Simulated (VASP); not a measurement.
A run of VASP 6.6.1 is set up as follows.

The input POSCAR:

```
Sc2F
1.0
    4.1802695497      0.0000000000      0.0000000000
    0.0000000000      4.1802695497      0.0000000000
    0.0000000000      0.0000000000      6.0179793272
Sc F
4 2
Direct
    0.0000000000      0.5000000000      0.2030000000
    0.0000000000      0.5000000000      0.7030000000
    0.5000000000      0.0000000000      0.2970000000
    0.5000000000      0.0000000000      0.7970000000
    0.0000000000      0.0000000000      0.0000000000
    0.5000000000      0.5000000000      0.5000000000
```

File INCAR.step1:

```
PREC = Accurate
ENCUT = 520
ISMEAR = 0
SIGMA = 0.1
LREAL = F
LASPH = T
NELM = 100
NBANDS = 38
GGA = PE
ALGO = Normal
EDIFF = 1E-4
LWAVE = T
LCHARG = F
```

The input INCAR.step2:

```
PREC = Accurate
ENCUT = 520
EDIFF = 1E-6
ISMEAR = 0
SIGMA = 0.1
LREAL = F
LASPH = T
NELM = 100
ALGO = Normal
ISIF = 2
LWAVE = F
LCHARG = F
METAGGA = R2SCAN
LMIXTAU = T
NBANDS = 38
ISTART = 1
```

File KPOINTS:

```
Automatic mesh
0
Gamma
  4 4 4
```

Potentials or basis: VASP PAW PBE potentials, release 64 (Sc_sv, F).

Launch:

```console
$ cat potpaw_PBE.64/Sc_sv/POTCAR potpaw_PBE.64/F/POTCAR > POTCAR
$ cp INCAR.step1 INCAR
$ mpirun -np 1 vasp_std > vasp.out
$ cp INCAR.step2 INCAR
$ mpirun -np 1 vasp_std > vasp.out
```

**Question.** What does it give for the largest force?

**Answer.** 0.839 eV/Å.

**Question.** Predict the pressure.

**Answer.** 1.4 GPa.

Stress tensor (GPa, compression positive):
```
1.20 0.00 0.00
0.00 1.20 0.00
0.00 0.00 1.83
```

Caveat: the k points lie up to 0.38 Å⁻¹ apart, too coarse for converged energies and pressures of a metal; the PAW data sets were made with another functional, which shifts forces and pressure a little.
